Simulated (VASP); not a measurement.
# Si36W17 (a cell with a defect) in VASP: single point with PBE

Aim: the single point of Si36W17 (a cell with a defect) with PBE.

Everything below comes from runs of VASP 6.6.1. Logs are shortened: lines on timing, memory, paths and dates and some standing lists are left out, and cuts for length are marked.

## 1. The cell of the first run

The cell holds a defect, 53 atoms: a = 9.688 Å, b = 9.688 Å, c = 7.866 Å, α = 90.00°, β = 90.00°, γ = 90.00°.

## 2. Single point, PBE

File INCAR:

```
SYSTEM = Si36W17
PREC     = Accurate       ! precision mode
ENCUT    = 520            ! plane-wave cutoff, eV
EDIFF    = 1E-6           ! SCF threshold, eV
ISMEAR   = 1              ! smearing method
SIGMA    = 0.1            ! smearing width, eV
LREAL    = Auto         
LASPH    = .TRUE.         ! aspherical terms in the spheres
NELM     = 100            ! most SCF steps
ALGO     = Normal         ! electronic algorithm
ISIF     = 2              ! what is computed and relaxed
LWAVE    = .FALSE.        ! write WAVECAR
LCHARG   = .FALSE.        ! write CHGCAR
GGA      = PE             ! functional
NBANDS   = 223            ! bands
LUSENCCL = .FALSE.
```

File KPOINTS:

```
Automatic mesh
0
G
  4 4 4
  0 0 0
```

File POSCAR:

```
Si36W17
1.0
    9.6877635752      0.0000000000      0.0000000000
    0.0000000000      9.6877635752      0.0000000000
    0.0000000000      0.0000000000      7.8664160148
Si W
36 17
Direct
    1.0000000000      0.0000000000      0.3343018802
    0.3340212612      0.0000000000      0.3338158053
    0.6659787388      0.0000000000      0.3338158053
    0.0000000000      0.3340212612      0.3338158053
    0.1625702971      0.1625702971      0.8394252373
    0.3318464975      0.3318464975      0.3336076189
    0.5000000000      0.1686896564      0.8336999205
    0.6681535025      0.3318464975      0.3336076189
    0.8374297029      0.1625702971      0.8394252373
    0.0000000000      0.6659787388      0.3338158053
    0.1686896564      0.5000000000      0.8336999205
    0.3318464975      0.6681535025      0.3336076189
    0.5000000000      0.5000000000      0.8354165197
    0.6681535025      0.6681535025      0.3336076189
    0.8313103436      0.5000000000      0.8336999205
    0.1625702971      0.8374297029      0.8394252373
    0.5000000000      0.8313103436      0.8336999205
    0.8374297029      0.8374297029      0.8394252373
    0.0000000000      1.0000000000      0.6656981198
    0.3340212612      0.0000000000      0.6661841947
    0.6659787388      0.0000000000      0.6661841947
    0.0000000000      0.3340212612      0.6661841947
    0.1625702971      0.1625702971      0.1605747627
    0.3318464975      0.3318464975      0.6663923811
    0.5000000000      0.1686896564      0.1663000795
    0.6681535025      0.3318464975      0.6663923811
    0.8374297029      0.1625702971      0.1605747627
    0.0000000000      0.6659787388      0.6661841947
    0.1686896564      0.5000000000      0.1663000795
    0.3318464975      0.6681535025      0.6663923811
    0.5000000000      0.5000000000      0.1645834803
    0.6681535025      0.6681535025      0.6663923811
    0.8313103436      0.5000000000      0.1663000795
    0.1625702971      0.8374297029      0.1605747627
    0.5000000000      0.8313103436      0.1663000795
    0.8374297029      0.8374297029      0.1605747627
    0.3340793797      0.0000000000      0.0000000000
    0.6659206203      0.0000000000      0.0000000000
    0.0000000000      0.3340793797      0.0000000000
    0.1659607300      0.1659607300      0.5000000000
    0.3334662262      0.3334662262      0.0000000000
    0.5000000000      0.1669412456      0.5000000000
    0.6665337738      0.3334662262      0.0000000000
    0.8340392700      0.1659607300      0.5000000000
    0.0000000000      0.6659206203      0.0000000000
    0.1669412456      0.5000000000      0.5000000000
    0.3334662262      0.6665337738      0.0000000000
    0.5000000000      0.5000000000      0.5000000000
    0.6665337738      0.6665337738      0.0000000000
    0.8330587544      0.5000000000      0.5000000000
    0.1659607300      0.8340392700      0.5000000000
    0.5000000000      0.8330587544      0.5000000000
    0.8340392700      0.8340392700      0.5000000000
```

Potentials or basis: VASP PAW PBE potentials, release 64 (Si, W_sv).

The run is started by

```
cat potpaw_PBE.64/Si/POTCAR potpaw_PBE.64/W_sv/POTCAR > POTCAR
mpirun -np 1 vasp_std > vasp.out
```

OUTCAR:

```text
SYSTEM = Si36W17
   PREC = Accurate
   ENCUT = 520
   EDIFF = 1E-6
   ISMEAR = 1
   LREAL = Auto
   LASPH = .TRUE.
   NELM = 100
   ISIF = 2
   GGA = PE

 ion  position               nearest neighbor table
   1  0.000  0.000  0.334-  19 2.61  23 2.61  27 2.61  34 2.61  36 2.61  40 2.62  44 2.62  51 2.62
                            53 2.62
   2  0.334  0.000  0.334-  20 2.61  37 2.63  42 2.63  52 2.63  51 2.64  40 2.64  35 2.64  25 2.64
                            23 2.66  34 2.66
   3  0.666  0.000  0.334-  21 2.61  38 2.63  42 2.63  52 2.63  44 2.64  53 2.64  35 2.64  25 2.64
                            36 2.66  27 2.66
   4  0.000  0.334  0.334-  22 2.61  39 2.63  46 2.63  50 2.63  40 2.64  44 2.64  33 2.64  29 2.64
                            27 2.66  23 2.66
   5  0.163  0.163  0.839-  23 2.53  19 2.61  37 2.61  39 2.61  41 2.66  20 2.66  22 2.66  40 2.67
                            24 2.69
   6  0.332  0.332  0.334-  24 2.62  40 2.62  29 2.62  25 2.62  41 2.62  42 2.63  46 2.63  48 2.65
                            31 2.66  23 2.69
   7  0.500  0.169  0.834-  25 2.62  41 2.62  43 2.62  24 2.62  26 2.62  42 2.63  38 2.64  37 2.64
                            20 2.64  21 2.64
   8  0.668  0.332  0.334-  26 2.62  44 2.62  33 2.62  25 2.62  43 2.62  42 2.63  50 2.63  48 2.65
                            31 2.66  27 2.69
   9  0.837  0.163  0.839-  27 2.53  19 2.61  38 2.61  39 2.61  43 2.66  21 2.66  22 2.66  44 2.67
[... 75 lines left out ...]
  47  0.333  0.667  0.000-  11 2.62  17 2.62  29 2.62  35 2.62  31 2.62  13 2.62  12 2.62  30 2.62
                            34 2.66  16 2.66  41 3.23  49 3.23  45 3.23  37 3.23
  48  0.500  0.500  0.500-  13 2.64  31 2.64  12 2.65   6 2.65  14 2.65  24 2.65  26 2.65  30 2.65
                             8 2.65  32 2.65  42 3.23  46 3.23  50 3.23  52 3.23
  49  0.667  0.667  0.000-  15 2.62  17 2.62  33 2.62  35 2.62  13 2.62  31 2.62  14 2.62  32 2.62
                            18 2.66  36 2.66  43 3.23  47 3.23  45 3.23  38 3.23
  50  0.833  0.500  0.500-  15 2.63  33 2.63   4 2.63  22 2.63  28 2.63  10 2.63  26 2.63   8 2.63
                            32 2.63  14 2.63  48 3.23  46 3.23  44 3.24  53 3.24
  51  0.166  0.834  0.500-   1 2.62  19 2.62  12 2.62  30 2.62  10 2.64  20 2.64  28 2.64   2 2.64
                            16 2.67  34 2.67  40 3.22  53 3.22  52 3.24  46 3.24
  52  0.500  0.833  0.500-  17 2.63  35 2.63   2 2.63  20 2.63  21 2.63   3 2.63  12 2.63  30 2.63
                            32 2.63  14 2.63  48 3.23  42 3.23  51 3.24  53 3.24
  53  0.834  0.834  0.500-   1 2.62  19 2.62  14 2.62  32 2.62  10 2.64  21 2.64  28 2.64   3 2.64
                            18 2.67  36 2.67  44 3.22  51 3.22  50 3.24  52 3.24

  LATTYP: Found a simple tetragonal cell.
 ALAT       =     9.6877635752
 C/A-ratio  =     0.8119950444

  Lattice vectors:

 A1 = (   9.6877635752,   0.0000000000,   0.0000000000)
 A2 = (   0.0000000000,   9.6877635752,   0.0000000000)
 A3 = (   0.0000000000,   0.0000000000,   7.8664160148)

Analysis of symmetry for initial positions (statically):
=====================================================================
 Subroutine PRICEL returns:
 Original cell was already a primitive cell.

 Routine SETGRP: Setting up the symmetry group for a
 simple tetragonal supercell.

 Subroutine GETGRP returns: Found 16 space group operations
 (whereof 16 operations were pure point group operations)
 out of a pool of 16 trial point group operations.

The static configuration has the point symmetry D_4h.

Analysis of symmetry for dynamics (positions and initial velocities):
=====================================================================
 Subroutine PRICEL returns:
 Original cell was already a primitive cell.

 Routine SETGRP: Setting up the symmetry group for a
 simple tetragonal supercell.

 Subroutine GETGRP returns: Found 16 space group operations
 (whereof 16 operations were pure point group operations)
 out of a pool of 16 trial point group operations.

The dynamic configuration has the point symmetry D_4h.

 Subroutine INISYM returns: Found 16 space group operations
 (whereof 16 operations are pure point group operations),
 and found     1 'primitive' translations

----------------------------------------------------------------------------------------
[... 137 lines left out ...]
     0.000000000  0.000000000  0.031780674     0.000000000  0.000000000  0.250000000

  Length of vectors
     0.025805749  0.025805749  0.031780674

  Shift w.r.t. Gamma in fractional coordinates (k-lattice)
     0.000000000  0.000000000  0.000000000

 Subroutine IBZKPT returns following result:
 ===========================================

 Found     18 irreducible k-points:

 Following reciprocal coordinates:
            Coordinates               Weight
  0.000000  0.000000  0.000000      1.000000
  0.250000  0.000000  0.000000      4.000000
  0.500000  0.000000  0.000000      2.000000
  0.250000  0.250000  0.000000      4.000000
  0.500000  0.250000  0.000000      4.000000
  0.500000  0.500000  0.000000      1.000000
[... 10 lines left out ...]
  0.500000  0.250000  0.500000      4.000000
  0.500000  0.500000  0.500000      1.000000
   k-points           NKPTS =     18   k-points in BZ     NKDIM =     18   number of bands    NBANDS=    223
   number of dos      NEDOS =    301   number of ions     NIONS =     53
   total plane-waves  NPLWV = 311040
   dimension x,y,z NGX =    72 NGY =   72 NGZ =   60
   dimension x,y,z NGXF=   144 NGYF=  144 NGZF=  120
   ions per type =              36  17
   NGX,Y,Z   is equivalent  to a cutoff of  12.36, 12.36, 12.68 a.u.
   NGXF,Y,Z  is equivalent  to a cutoff of  24.71, 24.71, 25.36 a.u.
 SYSTEM =  Si36W17
   PREC   = accura    normal or accurate (medium, high low for compatibility)
   ISTART =      0    job   : 0-new  1-cont  2-samecut
   ICHARG =      2    charge: 1-file 2-atom 10-const
   ISPIN  =      1    spin polarized calculation?
   LNONCOLLINEAR =      F non collinear calculations
   LSORBIT =      F    spin-orbit coupling
   LASPH  =      T    aspherical Exc in radial PAW
   ENCUT  =  520.0 eV  38.22 Ry    6.18 a.u.  18.01 18.01 14.63*2*pi/ulx,y,z
   NELM   =    100;   NELMIN=  2; NELMDL= -5     # of ELM steps
   EDIFF  = 0.1E-05   stopping-criterion for ELM
   LREAL  =      T    real-space projection
   EDIFFG = 0.1E-04   stopping-criterion for IOM
   NSW    =      0    number of steps for IOM
   IBRION =     -1    ionic relax: 0-MD 1-quasi-New 2-CG
   NFREE  =      0    steps in history (QN), initial steepest desc. (CG)
   ISIF   =      2    stress and relaxation
   ISYM   =      2    0-nonsym 1-usesym 2-fastsym
   POTIM  = 0.5000    time-step for ionic-motion
   TEBEG  =    0.0;   TEEND  =   0.0 temperature during run
   PSTRESS=    0.0 pullay stress
   NELECT =     382.0000    total number of electrons
   NUPDOWN=      -1.0000    fix difference up-down
   EMIN   =  10.00;   EMAX   =-10.00  energy-range for DOS
   EFERMI =   0.00;   METHOD = LEGACY
   ISMEAR =     1;   SIGMA  =   0.10  broadening in eV -4-tet -1-fermi 0-gaus
   EFERMI_NEDOS =   21; number of points for ismear=-14 and -15
   IALGO  =     38    algorithm
   IMIX   =      4    mixing-type and parameters
     AMIX     =   0.40;   BMIX     =  1.00
     AMIX_MAG =   1.60;   BMIX_MAG =  1.00
  volume/ion in A,a.u.               =      13.93        94.00
  Fermi-wavevector in a.u.,A,eV,Ry     =   1.314280  2.483629 23.501784  1.727332
  Thomas-Fermi vector in A             =   2.444544
   LORBIT       =      0    0 simple, 1 ext, 2 COOP (PROOUT), +10 PAW based schemes
   GGA     = PE    functional components
   LHFCALC =     F    Hartree Fock is set to
   AEXX    =    0.0000 exact exchange contribution
   IVDW    =     0    specifies the selected vdW correction
   LEPSILON=     F    determine dielectric tensor
   LRPA    =     F    only Hartree local field effects (RPA)
 non-spin polarized calculation
 Methfessel and Paxton  Order N= 1 SIGMA  =   0.10
  energy-cutoff  :      520.00
  volume of cell :      738.28
 maximum number of plane-waves:     19928
   NGX = 37   NGY = 37   NGZ = 29

 number of electron     381.9999995 magnetization

 Free energy of the ion-electron system (eV)
  ---------------------------------------------------
  ext. energy  EPLUGINS =         0.00000000
  ---------------------------------------------------
  free energy    TOTEN  =      -430.74722956 eV

  energy without entropy =     -430.75073851  energy(sigma->0) =     -430.74839921

 E-fermi :  11.2665     XC(G=0): -12.3101

 val. band max:       11.2537670247   @ k =   0.5000   0.5000   0.0000
 cond. band min:      11.2706695199   @ k =   0.0000   0.0000   0.0000
 fundamental gap:      0.0169024952
 Fermi energy:        11.2665428752

 k-point     1 :       0.0000    0.0000    0.0000
  band No.  band energies     occupation
      1     -62.5540      2.00000
      2     -62.5502      2.00000
      3     -62.5502      2.00000
      4     -62.5466      2.00000
      5     -62.4947      2.00000
      6     -62.4740      2.00000
[... 3697 lines left out ...]
    202      12.3973     -0.00000
    203      12.6385     -0.00000
 [bands above 203 left out]

------------------------ aborting loop because EDIFF is reached ----------------------------------------

  FORCE on cell =-STRESS in cart. coord.  units (eV):
  Direction    XX          YY          ZZ          XY          YZ          ZX
  --------------------------------------------------------------------------------------
  -------------------------------------------------------------------------------------
  Total       -5.4618546     -5.4618546      0.5303423      0.0000000     -0.0000000     -0.0000000
  in kB      -11.8529579    -11.8529579      1.1509139      0.0000000     -0.0000000     -0.0000000
  external PRESSURE =      -7.5183340 kB  Pullay stress =       0.0000000 kB

 VOLUME and BASIS-vectors are now :
 -----------------------------------------------------------------------------
  energy-cutoff  :      520.00
  volume of cell :      738.28
      direct lattice vectors                 reciprocal lattice vectors
     9.687763575  0.000000000  0.000000000     0.103222998  0.000000000  0.000000000
     0.000000000  9.687763575  0.000000000     0.000000000  0.103222998  0.000000000
     0.000000000  0.000000000  7.866416015     0.000000000  0.000000000  0.127122695

 POSITION                                       TOTAL-FORCE (eV/Angst)
 -----------------------------------------------------------------------------------
      0.00000      0.00000      2.62976         0.000000     -0.000000     -0.000638
      3.23592      0.00000      2.62593         0.001667      0.000000     -0.001350
      6.45184      0.00000      2.62593        -0.001667      0.000000     -0.001350
      0.00000      3.23592      2.62593         0.000000      0.001667     -0.001350
      1.57494      1.57494      6.60327        -0.006801     -0.006801      0.000695
      3.21485      3.21485      2.62430        -0.002351     -0.002351     -0.004148
[... 45 lines left out ...]
      4.84388      8.07048      3.93321         0.000000     -0.005127     -0.000000
      8.07998      8.07998      3.93321        -0.002830     -0.002830     -0.000000
 -----------------------------------------------------------------------------------
    total drift:                                0.000000     -0.000000      0.000000

  FREE ENERGIE OF THE ION-ELECTRON SYSTEM (eV)
  ---------------------------------------------------
  free  energy   TOTEN  =      -430.7472295561 eV

  energy  without entropy=     -430.7507385074  energy(sigma->0) =     -430.74839921
```

Wall time 5.6 min (1 × NVIDIA H100 80GB with 1 thread of AMD EPYC 7R13 (Zen 3), shared host); peak memory 2.8 GiB.

Results:

```
Free energy            : -430.7472 eV
Pressure               : -0.8 GPa
Largest force          : 0.010 eV/Å
Band gap on the k mesh : zero (bands 191 and 192 overlap by 0.84 eV)
```

Forces on the atoms (eV/Å):
```
Si   0.000  0.000 -0.001
Si   0.002  0.000 -0.001
Si  -0.002  0.000 -0.001
Si   0.000  0.002 -0.001
Si  -0.007 -0.007  0.001
Si  -0.002 -0.002 -0.004
Si   0.000  0.000 -0.002
Si   0.002 -0.002 -0.004
Si   0.007 -0.007  0.001
Si   0.000 -0.002 -0.001
Si   0.000  0.000 -0.002
Si  -0.002  0.002 -0.004
Si   0.000  0.000  0.002
Si   0.002  0.002 -0.004
Si   0.000  0.000 -0.002
Si  -0.007  0.007  0.001
Si   0.000  0.000 -0.002
Si   0.007  0.007  0.001
Si   0.000  0.000  0.001
Si   0.002  0.000  0.001
Si  -0.002  0.000  0.001
Si   0.000  0.002  0.001
Si  -0.007 -0.007 -0.001
Si  -0.002 -0.002  0.004
Si   0.000  0.000  0.002
Si   0.002 -0.002  0.004
Si   0.007 -0.007 -0.001
Si   0.000 -0.002  0.001
Si   0.000  0.000  0.002
Si  -0.002  0.002  0.004
Si   0.000  0.000 -0.002
Si   0.002  0.002  0.004
Si   0.000  0.000  0.002
Si  -0.007  0.007 -0.001
Si   0.000  0.000  0.002
Si   0.007  0.007 -0.001
W   -0.005  0.000  0.000
W    0.005  0.000  0.000
W    0.000 -0.005  0.000
W    0.003  0.003  0.000
W    0.003  0.003  0.000
W    0.000  0.005  0.000
W   -0.003  0.003  0.000
W   -0.003  0.003  0.000
W    0.000  0.005  0.000
W    0.005  0.000  0.000
W    0.003 -0.003  0.000
W    0.000  0.000  0.000
W   -0.003 -0.003  0.000
W   -0.005  0.000  0.000
W    0.003 -0.003  0.000
W    0.000 -0.005  0.000
W   -0.003 -0.003  0.000
```

Stress tensor (GPa, compression positive):
```
-1.19  0.00  0.00
 0.00 -1.19  0.00
 0.00  0.00  0.12
```

Caveat: spin-orbit coupling is left out, which moves the levels of the heavy elements.
